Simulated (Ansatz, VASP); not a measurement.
Two plane-wave programs on CO2

The input INCAR:

```
PREC = Accurate ; ENCUT = 520
EDIFF = 1E-6 ; ISMEAR = 0
SIGMA = 0.02 ; LREAL = F
LASPH = T ; NELM = 80
ALGO = Normal ; ISIF = 2
LWAVE = F ; LCHARG = T
GGA = CA ; LELF = T
LVHAR = T ; NBANDS = 25
```

The input KPOINTS:

```
Automatic mesh
0
Gamma
  8 8 4
```

Contents of POSCAR:

```
CO2
1.0
    2.3004365536     -2.1214058107      0.0000000000
    2.3004365536      2.1214058107      0.0000000000
    0.0000000000      0.0000000000      5.8657827857
C O
2 4
Direct
    0.0000000000      0.0000000000      0.0000000000
    0.5000000000      0.5000000000      0.5000000000
    0.7803208833      0.2196791167      0.8832724447
    0.2196791167      0.7803208833      0.1167275553
    0.7196791167      0.2803208833      0.3832724447
    0.2803208833      0.7196791167      0.6167275553
```

Input for Ansatz:

```yaml
crystal:
  lattice:
    - [2.3004365536, -2.1214058107, 0.0]
    - [2.3004365536, 2.1214058107, 0.0]
    - [0.0, 0.0, 5.8657827857]
  atoms:
    - { symbol: C, position: [0.0, 0.0, 0.0] }
    - { symbol: C, position: [0.5, 0.5, 0.5] }
    - { symbol: O, position: [0.7803208833, 0.2196791167, 0.8832724447] }
    - { symbol: O, position: [0.2196791167, 0.7803208833, 0.1167275553] }
    - { symbol: O, position: [0.7196791167, 0.2803208833, 0.3832724447] }
    - { symbol: O, position: [0.2803208833, 0.7196791167, 0.6167275553] }
basis:
  ecutwfc: 420
kpoints:
  mp_grid: { grid: [8, 8, 4] }
  band_path:
    path:
      - [[0.0, 0.0, 0.0], [0.5, 0.5, 0.0], [0.46260183, 0.53739817, 0.0]]
      - [[-0.46260183, 0.46260183, 0.0], [0.0, 0.0, 0.0], [0.0, 0.0, 0.5], [-0.46260183, 0.46260183, 0.5]]
      - [[0.46260183, 0.53739817, 0.5], [0.5, 0.5, 0.5], [0.5, 0.5, 0.0]]
      - [[0.0, 0.0, 0.0], [0.0, 0.5, 0.0], [0.0, 0.5, 0.5], [0.0, 0.0, 0.5], [0.5, 0.5, 0.5]]
    npoints: 12
hamiltonian:
  xc: lda
scf:
  occupations: { method: gaussian, width: 0.02 }
  n_extra_bands: 6
output:
  forces: true
  stress: true
  eigenvalues: true
```

Alike in both runs: task single point; functional LDA; k mesh 8 × 8 × 4; occupations gaussian, width 0.02 eV; no spin polarisation.

```csv
,VASP,Ansatz
version,VASP 6.6.1,Ansatz 0.2.0
potentials or method,"VASP PAW LDA potentials, release 64 (C, O), cutoff 520 eV","scalar-relativistic, plane waves, PAW"
valence electrons in the cell,32,32
```

VASP gave:

```
gap on the k mesh at the Fermi level (eV)                     : 5.65
least direct gap on the mesh (eV)                             : 6.83
pressure (GPa)                                                : 12.0
traceless stress, the component that is largest in VASP (GPa) : -3.48
rms of the force components (eV/Å)                            : 0.387
```

Problem. Which values does Ansatz return?

Solution. gap on the k mesh at the Fermi level (eV): 5.67; least direct gap on the mesh (eV): 6.84; pressure (GPa): 9.0; traceless stress, the component that is largest in VASP (GPa): 0.01; rms of the force components (eV/Å): 0.000.

LDA's correlation is that of Perdew and Zunger in VASP and of Perdew and Wang (1992) in Ansatz. Atom by atom the forces differ by 0.387 eV/Å (rms over components).

Noted on VASP's run: the standard files for N, O and F lose accuracy on very short bonds.
